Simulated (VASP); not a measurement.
The system is W.

```xyz
1
Lattice="-1.6007 1.6007 1.6007 1.6007 -1.6007 1.6007 1.6007 1.6007 -1.6007" Properties=species:S:1:pos:R:3 pbc="T T T"
W     0.0000    0.0000    0.0000
```

* Program: VASP 6.6.1
* Task: relaxation of cell and atoms
* Functional: PBE
* Potentials or basis: VASP PAW PBE potentials, release 64 (W_sv)
* Cutoff: 600 eV
* k mesh: 16 × 16 × 16
* Occupations: gaussian, width 0.1 eV
* Spin: no spin polarisation

At the start: pressure -4.6 GPa; volume 16.41 Å³/atom.

Task: How do energy, volume and symmetry change on relaxing?

Result: Over 13 steps the energy falls by 3.7 meV/atom and the volume is 16.15 Å³/atom (-1.6 %); space group Im-3m (No. 229, to 0.05 Å).

Step by step:
| step | energy change (eV) | largest force (eV/Å) | pressure (GPa) | volume (Å³) |
| --- | --- | --- | --- | --- |
| 1 | 0.0000 | 0.0000 | -4.59 | 16.41 |
| 2 | 0.0411 | 0.0000 | 18.10 | 15.32 |
| 3 | -0.0037 | 0.0000 | 0.05 | 16.16 |
| 4 | -0.0037 | 0.0000 | -0.17 | 16.16 |
| 5 | -0.0037 | 0.0000 | -0.24 | 16.16 |
| 6 | -0.0037 | 0.0000 | -0.13 | 16.16 |
| 7 | -0.0037 | 0.0000 | -0.10 | 16.16 |
| 8 | -0.0037 | 0.0000 | -0.10 | 16.16 |
| 9 | -0.0037 | 0.0000 | -0.11 | 16.16 |
| 10 | -0.0037 | 0.0000 | -0.13 | 16.15 |
| 11 | -0.0037 | 0.0000 | -0.04 | 16.15 |
| 12 | -0.0037 | 0.0000 | -0.05 | 16.15 |
| 13 | -0.0037 | 0.0000 | 0.02 | 16.15 |

Final structure:
```
CELL_PARAMETERS angstrom
-1.59232 1.59232 1.59232
1.59232 -1.59232 1.59232
1.59232 1.59232 -1.59232
ATOMIC_POSITIONS crystal
W 0.00000 0.00000 0.00000
```
